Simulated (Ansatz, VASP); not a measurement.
Two plane-wave programs on WSe2

The input INCAR:

```
ALGO = Normal ; EDIFF = 1E-6
ENCUT = 520 ; GGA = PS
ISIF = 2 ; ISMEAR = 0
LASPH = T ; LCHARG = F
LREAL = F ; LWAVE = F
NBANDS = 49 ; NELM = 100
PREC = Accurate ; SIGMA = 0.05
```

KPOINTS

```
k-points
0
Gamma
  12 12 1
```

Contents of POSCAR:

```
WSe2
1.0
    3.2709028599      0.0000000000      0.0000000000
   -1.6354514299      2.8326849700      0.0000000000
    0.0000000000      0.0000000000     30.0602929214
W Se
3 6
Direct
    0.6666666667      0.3333333333      0.0000000000
    0.3333333333      0.6666666667      0.7734641576
    0.3333333333      0.6666666667      0.2265358424
    0.3333333333      0.6666666667      0.0573689705
    0.6666666667      0.3333333333      0.8308403050
    0.6666666667      0.3333333333      0.2838341585
    0.3333333333      0.6666666667      0.9426310295
    0.6666666667      0.3333333333      0.7161658415
    0.6666666667      0.3333333333      0.1691596950
```

Input for Ansatz:

```yaml
crystal:
  lattice:
    - [3.2709028599, 0.0, 0.0]
    - [-1.6354514299, 2.83268497, 0.0]
    - [0.0, 0.0, 30.0602929214]
  atoms:
    - { symbol: W, position: [0.6666666667, 0.3333333333, 0.0] }
    - { symbol: W, position: [0.3333333333, 0.6666666667, 0.7734641576] }
    - { symbol: W, position: [0.3333333333, 0.6666666667, 0.2265358424] }
    - { symbol: Se, position: [0.3333333333, 0.6666666667, 0.0573689705] }
    - { symbol: Se, position: [0.6666666667, 0.3333333333, 0.830840305] }
    - { symbol: Se, position: [0.6666666667, 0.3333333333, 0.2838341585] }
    - { symbol: Se, position: [0.3333333333, 0.6666666667, 0.9426310295] }
    - { symbol: Se, position: [0.6666666667, 0.3333333333, 0.7161658415] }
    - { symbol: Se, position: [0.6666666667, 0.3333333333, 0.169159695] }
basis:
  ecutwfc: 420
kpoints:
  mp_grid: { grid: [12, 12, 1] }
hamiltonian:
  xc: pbesol
scf:
  occupations: { method: gaussian, width: 0.05 }
output:
  forces: true
  stress: true
  eigenvalues: true
```

Change from the starting cell: strain +0.000 along x and y, +0.030 along z, atoms carried along.

Alike in both runs: task single point; functional PBEsol; k mesh 12 × 12 × 1; occupations gaussian, width 0.05 eV; no spin polarisation.

|  | VASP | Ansatz |
| --- | --- | --- |
| version | VASP 6.6.1 | Ansatz 0.2.0 |
| potentials or method | VASP PAW PBE potentials, release 64 (W_sv, Se), cutoff 520 eV | scalar-relativistic, plane waves, PAW |
| valence electrons in the cell | 78 | 138 |

```tsv
	VASP	Ansatz	Ansatz less VASP
gap on the k mesh at the Fermi level (eV)	1.17	1.16	-0.001
least direct gap on the mesh (eV)	1.73	1.74	+0.003
rms of the force components (eV/Å)	0.363	0.388	+0.0248
```

VASP's potentials were made for PBE, not for PBEsol. Atom by atom the forces differ by 0.025 eV/Å (rms over components). VASP's potentials hold 78 valence electrons a cell and Ansatz's 138, so a difference there can come from the potentials and not from the codes.

Neither program's run includes spin-orbit coupling.
